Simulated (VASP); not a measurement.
# Cu3P14Pd2Au in VASP: a series of runs

The runs below take Cu3P14Pd2Au through single point, with PBE.

Program: VASP 6.6.1. These are calculated values, not measurements. Logs are shortened: lines on timing, memory, paths and dates and some standing lists are left out, and cuts for length are marked.

## Step 1: The cell of the first run

The cell holds a disordered packing, 20 atoms: a = 6.721 Å, b = 6.474 Å, c = 6.225 Å, α = 91.35°, β = 87.61°, γ = 90.02°.

## Step 2: Single point, PBE

Input file INCAR:

```
SYSTEM = Cu3P14Pd2Au
  ALGO = Normal
  EDIFF = 1E-6
  ENCUT = 400
  GGA = PE
  GGA_COMPAT = .FALSE.
  ISIF = 2
  ISMEAR = -1
  ISYM = -1
  LASPH = .TRUE.
  LCHARG = .FALSE.
  LREAL = Auto
  LWAVE = .FALSE.
  NBANDS = 83
  NELM = 120
  PREC = Accurate
  SIGMA = 0.1318
```

Input file KPOINTS:

```
explicit points
1
Reciprocal
  0.25000000   0.25000000   0.25000000 1
```

Input file POSCAR:

```
Cu3P14Pd2Au
1.0
    6.7193520000     -0.0002850000      0.1347800000
   -0.0002850000      6.4739890000     -0.0745910000
    0.1347800000     -0.0745910000      6.2227980000
P Cu Pd Au
14 3 2 1
Direct
    0.3736400209      0.1410656704     -0.0104957565
    0.7973469212      0.4546147317      0.8186447237
    0.9507962379      0.6772872670      0.4401648933
    0.1667129996      0.9922210611      0.7903060943
    0.0803133378      0.4132821716      0.1502908336
    0.4964463257      0.2895739079      0.6607205588
    0.2787072072      0.1385136047      0.3479792709
    0.8835506456      0.1188086561     -0.0681031105
    0.3875411770      0.4621702982      0.4090973136
    0.9234169436      0.0345919339      0.4921455126
    0.7107875638      0.0906522298      0.2019809887
    0.4823840836      0.7288138555      0.6054403867
    1.1724361486      0.6192019765      0.7003879847
    0.1165418544      0.7877571417      1.1945523672
    0.1177440023      0.3009703824      0.7103455946
    0.9047716977      0.7867461698     -0.0550845369
    0.4137251066      0.5597524390      0.9324076765
    0.6322976858      0.9836154309      0.7541965490
    0.4639720281      0.8112366649      0.2619218564
    0.6862905013      0.4782011426      0.2053779132
```

Potentials or basis: VASP PAW PBE potentials, release 64 (P, Cu, Pd, Au).

Command:

```
$ cat potpaw_PBE.64/P/POTCAR potpaw_PBE.64/Cu/POTCAR potpaw_PBE.64/Pd/POTCAR potpaw_PBE.64/Au/POTCAR > POTCAR
$ mpirun -np 1 vasp_std > vasp.out
```

OUTCAR:

```text
SYSTEM = Cu3P14Pd2Au
   EDIFF = 1E-6
   ENCUT = 400
   GGA = PE
   ISIF = 2
   ISMEAR = -1
   ISYM = -1
   LASPH = .TRUE.
   LREAL = Auto
   NELM = 120
   PREC = Accurate

 ion  position               nearest neighbor table
   1  0.374  0.141  0.990-   4 2.12   7 2.30   6 2.40  18 2.43  11 2.69  15 2.72  17 2.75   5 2.78
                            19 2.84
   2  0.797  0.455  0.819-   8 2.38  16 2.39  15 2.44  20 2.49   6 2.51  17 2.73  13 2.81   5 2.88
                             3 2.94
   3  0.951  0.677  0.440-  14 2.00  13 2.28  10 2.33   5 2.58  20 2.66   2 2.94
   4  0.167  0.992  0.790-  15 2.10   1 2.12   8 2.21  16 2.39  13 2.47  10 2.54  14 2.88  12 2.91
                            18 3.13
   5  0.080  0.413  0.150-  14 2.45   3 2.58   7 2.59   9 2.69  20 2.69   8 2.69  17 2.75   1 2.78
                            15 2.82   2 2.88
   6  0.496  0.290  0.661-   9 2.10  18 2.28   1 2.40  17 2.45   2 2.51  15 2.55   7 2.65  12 2.87

   7  0.279  0.139  0.348-   9 2.25   1 2.30  19 2.49   5 2.59  10 2.61   6 2.65  15 2.66  14 2.69

   8  0.884  0.119  0.932-  11 2.01  16 2.16   4 2.21  18 2.22  15 2.38   2 2.38   5 2.69  10 2.78
                            20 3.11
   9  0.388  0.462  0.409-   6 2.10  12 2.20   7 2.25  20 2.33  13 2.47  19 2.50   5 2.69  15 2.77

  10  0.923  0.035  0.492-   3 2.33  11 2.38  18 2.52   4 2.54  15 2.56   7 2.61  14 2.71   8 2.78

  11  0.711  0.091  0.202-   8 2.01  10 2.38  19 2.48  20 2.51   1 2.69  16 2.79  18 2.93
  12  0.482  0.729  0.605-  18 2.14   9 2.20  19 2.22  13 2.26  17 2.36   6 2.87   4 2.91  20 3.20

  13  0.172  0.619  0.700-  15 2.09  17 2.26  12 2.26   3 2.28   4 2.47   9 2.47  16 2.53   2 2.81

  14  0.117  0.788  0.195-   3 2.00  16 2.15  19 2.39   5 2.45   7 2.69  10 2.71   4 2.88
  15  0.118  0.301  0.710-  13 2.09   4 2.10   8 2.38   2 2.44   6 2.55  10 2.56   7 2.66   1 2.72
                             9 2.77   5 2.82
  16  0.905  0.787  0.945-  14 2.15   8 2.16   4 2.39   2 2.39  13 2.53  18 2.58  11 2.79  20 2.95

  17  0.414  0.560  0.932-  13 2.26  12 2.36   6 2.45  20 2.61  19 2.62   2 2.73   5 2.75   1 2.75

  18  0.632  0.984  0.754-  12 2.14   8 2.22   6 2.28   1 2.43  10 2.52  16 2.58  11 2.93   4 3.13

  19  0.464  0.811  0.262-  12 2.22  14 2.39  11 2.48   7 2.49   9 2.50  17 2.62  20 2.63   1 2.84

  20  0.686  0.478  0.205-   9 2.33   2 2.49  11 2.51  17 2.61  19 2.63   3 2.66   5 2.69  16 2.95
                             8 3.11  12 3.20

IMPORTANT INFORMATION: All symmetrisations will be switched off!
NOSYMM: (Re-)initialisation of all symmetry stuff for point group C_1.

----------------------------------------------------------------------------------------

                                     Primitive cell

  volume of cell :     270.5430

  direct lattice vectors                    reciprocal lattice vectors
     6.719352000 -0.000285000  0.134780000     0.148888565 -0.000030605 -0.003225154
    -0.000285000  6.473989000 -0.074591000    -0.000030605  0.154485614  0.001852440
     0.134780000 -0.074591000  6.222798000    -0.003225154  0.001852440  0.160791474

  length of vectors
     6.720703611  6.474418698  6.224704364     0.148923495  0.154496723  0.160834484

  position of ions in fractional coordinates (direct lattice)
     0.373640021  0.141065670  0.989504244
     0.797346921  0.454614732  0.818644724
     0.950796238  0.677287267  0.440164893
     0.166713000  0.992221061  0.790306094
     0.080313338  0.413282172  0.150290834
     0.496446326  0.289573908  0.660720559
[... 12 lines left out ...]
     0.463972028  0.811236665  0.261921856
     0.686290501  0.478201143  0.205377913

  ion indices of the primitive-cell ions
   primitive index   ion index
                 1           1
                 2           2
                 3           3
                 4           4
                 5           5
                 6           6
[... 12 lines left out ...]
                19          19
                20          20

----------------------------------------------------------------------------------------

 KPOINTS: explicit points

Read explicit list of k-points.

 Found      1 k-points:

 Following reciprocal coordinates:
            Coordinates               Weight
  0.250000  0.250000  0.250000      1.000000
   k-points           NKPTS =      1   k-points in BZ     NKDIM =      1   number of bands    NBANDS=     83
   number of dos      NEDOS =    301   number of ions     NIONS =     20
   total plane-waves  NPLWV =  84672
   dimension x,y,z NGX =    48 NGY =   42 NGZ =   42
   dimension x,y,z NGXF=    96 NGYF=   84 NGZF=   84
   ions per type =              14   3   2   1
   NGX,Y,Z   is equivalent  to a cutoff of  11.87, 10.78, 11.22 a.u.
   NGXF,Y,Z  is equivalent  to a cutoff of  23.75, 21.57, 22.43 a.u.
 SYSTEM =  Cu3P14Pd2Au
   PREC   = accura    normal or accurate (medium, high low for compatibility)
   ISTART =      0    job   : 0-new  1-cont  2-samecut
   ICHARG =      2    charge: 1-file 2-atom 10-const
   ISPIN  =      1    spin polarized calculation?
   LNONCOLLINEAR =      F non collinear calculations
   LSORBIT =      F    spin-orbit coupling
   LASPH  =      T    aspherical Exc in radial PAW
   ENCUT  =  400.0 eV  29.40 Ry    5.42 a.u.  10.96 10.56 10.15*2*pi/ulx,y,z
   NELM   =    120;   NELMIN=  2; NELMDL= -5     # of ELM steps
   EDIFF  = 0.1E-05   stopping-criterion for ELM
   LREAL  =      T    real-space projection
   EDIFFG = 0.1E-04   stopping-criterion for IOM
   NSW    =      0    number of steps for IOM
   IBRION =     -1    ionic relax: 0-MD 1-quasi-New 2-CG
   NFREE  =      0    steps in history (QN), initial steepest desc. (CG)
   ISIF   =      2    stress and relaxation
   ISYM   =     -1    0-nonsym 1-usesym 2-fastsym
   POTIM  = 0.5000    time-step for ionic-motion
   TEBEG  =    0.0;   TEEND  =   0.0 temperature during run
   PSTRESS=    0.0 pullay stress
   NELECT =     134.0000    total number of electrons
   NUPDOWN=      -1.0000    fix difference up-down
   EMIN   =  10.00;   EMAX   =-10.00  energy-range for DOS
   EFERMI =   0.00;   METHOD = LEGACY
   ISMEAR =    -1;   SIGMA  =   0.13  broadening in eV -4-tet -1-fermi 0-gaus
   EFERMI_NEDOS =   21; number of points for ismear=-14 and -15
   IALGO  =     38    algorithm
   IMIX   =      4    mixing-type and parameters
     AMIX     =   0.40;   BMIX     =  1.00
     AMIX_MAG =   1.60;   BMIX_MAG =  1.00
  volume/ion in A,a.u.               =      13.53        91.29
  Fermi-wavevector in a.u.,A,eV,Ry     =   1.295282  2.447728 22.827248  1.677755
  Thomas-Fermi vector in A             =   2.426812
   LORBIT       =      0    0 simple, 1 ext, 2 COOP (PROOUT), +10 PAW based schemes
   GGA     = PE    functional components
   LHFCALC =     F    Hartree Fock is set to
   AEXX    =    0.0000 exact exchange contribution
   IVDW    =     0    specifies the selected vdW correction
   LEPSILON=     F    determine dielectric tensor
   LRPA    =     F    only Hartree local field effects (RPA)
 non-spin polarized calculation
  energy-cutoff  :      400.00
  volume of cell :      270.54
 maximum number of plane-waves:      4907
 NGX is ok and might be reduce to    48
   NGX = 21   NGY = 21   NGZ = 21

 number of electron     134.0000074 magnetization

 Free energy of the ion-electron system (eV)
  ---------------------------------------------------
  ext. energy  EPLUGINS =         0.00000000
  ---------------------------------------------------
  free energy    TOTEN  =       -90.91552300 eV

  energy without entropy =      -90.41852554  energy(sigma->0) =      -90.66702427

 E-fermi :  10.5553     XC(G=0): -11.9523

 val. band max:       10.5069622131   @ k =   0.2500   0.2500   0.2500
 cond. band min:      10.5969964742   @ k =   0.2500   0.2500   0.2500
 fundamental gap:      0.0900342612
 Fermi energy:        10.5552691174

 k-point     1 :       0.2500    0.2500    0.2500
  band No.  band energies     occupation
      1      -5.9141      2.00000
      2      -5.0557      2.00000
      3      -4.4506      2.00000
      4      -3.8582      2.00000
      5      -2.7680      2.00000
      6      -2.5468      2.00000
[... 71 lines left out ...]
     78      13.1927      0.00000
     79      13.5962      0.00000
 [bands above 79 left out]

------------------------ aborting loop because EDIFF is reached ----------------------------------------

  FORCE on cell =-STRESS in cart. coord.  units (eV):
  Direction    XX          YY          ZZ          XY          YZ          ZX
  --------------------------------------------------------------------------------------
  -------------------------------------------------------------------------------------
  Total       33.6213033     53.2607698     48.7004729      4.5826450      3.3164615     -1.6701513
  in kB      199.1080382    315.4145245    288.4080828     27.1387887     19.6403494     -9.8907691
  external PRESSURE =     267.6435485 kB  Pullay stress =       0.0000000 kB

 VOLUME and BASIS-vectors are now :
 -----------------------------------------------------------------------------
  energy-cutoff  :      400.00
  volume of cell :      270.54
      direct lattice vectors                 reciprocal lattice vectors
     6.719352000 -0.000285000  0.134780000     0.148888565 -0.000030605 -0.003225154
    -0.000285000  6.473989000 -0.074591000    -0.000030605  0.154485614  0.001852440
     0.134780000 -0.074591000  6.222798000    -0.003225154  0.001852440  0.160791474

 POSITION                                       TOTAL-FORCE (eV/Angst)
 -----------------------------------------------------------------------------------
      2.64394      0.83934      6.19732         0.219934      0.023713      1.322900
      5.46786      2.88188      5.16782         0.335315     -0.754573     -0.663509
      6.44787      4.35165      2.81669        -1.078784     -0.448780      2.235380
      1.22644      6.36463      4.86637         0.093337     -1.901110     -0.853118
      0.55979      2.66435      0.91523        -0.155867      0.321908      0.779158
      3.42477      1.82527      4.15684         0.813748      0.509740      0.906689
[... 12 lines left out ...]
      3.15266      5.23227      1.63191        -0.479439      1.877975     -1.566938
      4.63897      3.08035      1.33485         0.983734     -0.505651     -0.413415
 -----------------------------------------------------------------------------------
    total drift:                                0.002078     -0.001035      0.000991

  FREE ENERGIE OF THE ION-ELECTRON SYSTEM (eV)
  ---------------------------------------------------
  free  energy   TOTEN  =       -90.9155230030 eV

  energy  without entropy=      -90.4185255434  energy(sigma->0) =      -90.66702427
```

Wall time 42 s (1 thread of Intel Xeon Platinum 8559C (Emerald Rapids), shared host); peak memory 0.27 GiB.

What came out:

```yaml
Free_energy: -90.9155 eV
Pressure: 26.8 GPa
Largest_force: 3.443 eV/Å
```

Forces on the atoms (eV/Å):
```
P    0.220  0.024  1.323
P    0.335 -0.755 -0.664
P   -1.079 -0.449  2.235
P    0.093 -1.901 -0.853
P   -0.156  0.322  0.779
P    0.814  0.510  0.907
P   -1.140 -0.316 -0.473
P    1.355  2.701 -0.971
P   -0.469  0.172 -1.174
P   -0.158 -0.109 -0.626
P   -0.477 -1.169  3.203
P   -1.346 -0.835  0.631
P   -1.298  2.206 -0.857
P    2.129 -0.213 -1.117
Cu  -0.458  0.731 -0.717
Cu  -0.686 -1.987 -0.509
Cu   0.304 -0.567  0.862
Pd   1.513  0.263  0.002
Pd  -0.479  1.878 -1.567
Au   0.984 -0.506 -0.413
```

Stress tensor (GPa, compression positive):
```
19.91  2.71 -0.99
 2.71 31.54  1.96
-0.99  1.96 28.84
```

Caveat: the atoms stand as in a frame of molecular dynamics; spin-orbit coupling is left out, which moves the levels of the heavy elements.

[end of part 1 of 3]
